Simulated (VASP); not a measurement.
A run of VASP 6.6.1:

The input INCAR:

```
PREC = Accurate ; ENCUT = 520
EDIFF = 1E-7 ; ISMEAR = 0
SIGMA = 0.05 ; LREAL = Auto
LASPH = T ; NELM = 100
ALGO = Normal ; ISIF = 2
LWAVE = F ; LCHARG = T
GGA = PE ; IVDW = 12
LELF = T ; LVHAR = T
NBANDS = 56
```

File KPOINTS:

```
regular mesh
0
Gamma
  2 2 1
```

Contents of POSCAR:

```
Si16SbH7
1.0
    7.6791800000      0.0000000000      0.0000000000
    3.8395900000      6.6503650000      0.0000000000
    0.0000000000      0.0000000000     18.8687650000
H Si Sb
7 16 1
Direct
    0.1666666600      0.1666666600      0.0529976400
    0.6666666400      0.1666666600      0.0529976400
    0.1666666600      0.6666666300      0.0529976400
    0.6666666400      0.6666666300      0.0529976400
    0.4999542352      0.0092796868      0.4148081333
    0.0093616538      0.5055933923      0.4185868888
    0.3788154767      0.5390947469      0.4119737360
    0.1666666600      0.1666666600      0.1324941000
    0.6666666400      0.1666666600      0.1324941000
    0.1666666600      0.6666666300      0.1324941000
    0.6666666400      0.6666666300      0.1324941000
   -0.1681441236      0.3320978219      0.1773626227
    0.3332359176      0.3338844975      0.1715070443
   -0.1667784351      0.8330897134      0.1723664214
    0.3345983216      0.8341071304      0.1692287519
   -0.1610561562      0.3248911479      0.3062550891
    0.3297417116      0.3373848641      0.2951499514
   -0.1662523183      0.8329564025      0.2961614824
    0.3328356877      0.8433349760      0.2916349512
    0.0128992957     -0.0200369401      0.3417561232
    0.5010050397      0.0053403015      0.3354643317
    0.0001811445      0.5025389803      0.3392499638
    0.4887068129      0.5139501434      0.3337835106
    0.2149311784      0.8021009041      0.4561649791
```

Potentials or basis: VASP PAW PBE potentials, release 64 (H, Si, Sb).

Command:

```sh
$ cat potpaw_PBE.64/H/POTCAR potpaw_PBE.64/Si/POTCAR potpaw_PBE.64/Sb/POTCAR > POTCAR
$ mpirun -np 1 vasp_std > vasp.out
```

Hardware: 1 thread of Intel(R) Xeon(R) 6975P-C (Granite Rapids), on a shared host.

Problem. How long does it take, and how much memory?

Solution. Wall time 5.1 min on 1 thread of Intel(R) Xeon(R) 6975P-C (Granite Rapids), on a shared host, peak memory 1 GiB. Counts: scf iterations 26, k points 4.
